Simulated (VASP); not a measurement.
Set up this calculation in VASP 6.6.1, as the native input.

```yaml
Task: single point
Functional: PBE
Potentials_or_basis: VASP PAW PBE potentials, release 64 (Ba_sv, Ti_sv, O)
Cutoff: 600 eV
k_mesh: 8 × 8 × 8
Occupations: gaussian, width 0.02 eV
Spin: no spin polarisation
Dipole_correction: no
Further_INCAR_settings: ALGO = Normal; EDIFF = 1e-06; NBANDS = 28
```

The structure of BaTiO3 lies in POSCAR:

```
BaTiO3
1.0
    4.0194163148      0.0000000000      0.0000000000
    0.0000000000      2.8422200418      2.8422250742
    0.0000000000     -2.8422200418      2.8422250742
Ba Ti O
1 1 3
Direct
    0.0000000000      0.0034138500      0.0034138500
    0.5000000000      0.5034138500      0.5034138500
    0.5000000000      1.0034138500      0.5034138500
    0.5000000000      0.5034138500      1.0034138500
    0.0000000000      0.5034138500      0.5034138500
```

The input as run:

INCAR

```
ALGO = Normal
EDIFF = 1E-6
ENCUT = 600
GGA = PE
GGA_COMPAT = False
ISIF = 2
ISMEAR = 0
LASPH = True
LCHARG = False
LREAL = False
LWAVE = False
NBANDS = 28
NELM = 120
PREC = Accurate
SIGMA = 0.02
```

KPOINTS

```
k-points
0
Gamma
  8 8 8
```

Potentials or basis: VASP PAW PBE potentials, release 64 (Ba_sv, Ti_sv, O).

Launch:

```console
$ cat potpaw_PBE.64/Ba_sv/POTCAR potpaw_PBE.64/Ti_sv/POTCAR potpaw_PBE.64/O/POTCAR > POTCAR
$ mpirun -np 1 vasp_std > vasp.out
```

Results of the run:

- Pressure: 1.5 GPa
- Band gap on the k mesh: 1.72 eV (least direct gap 1.88 eV)

Caveat: spin-orbit coupling is left out, which moves the levels of the heavy elements.

Run time: 2.5 min on 1 thread of Oxide Virtual Turin-like Processor, on a shared host, peak memory 0.26 GiB.
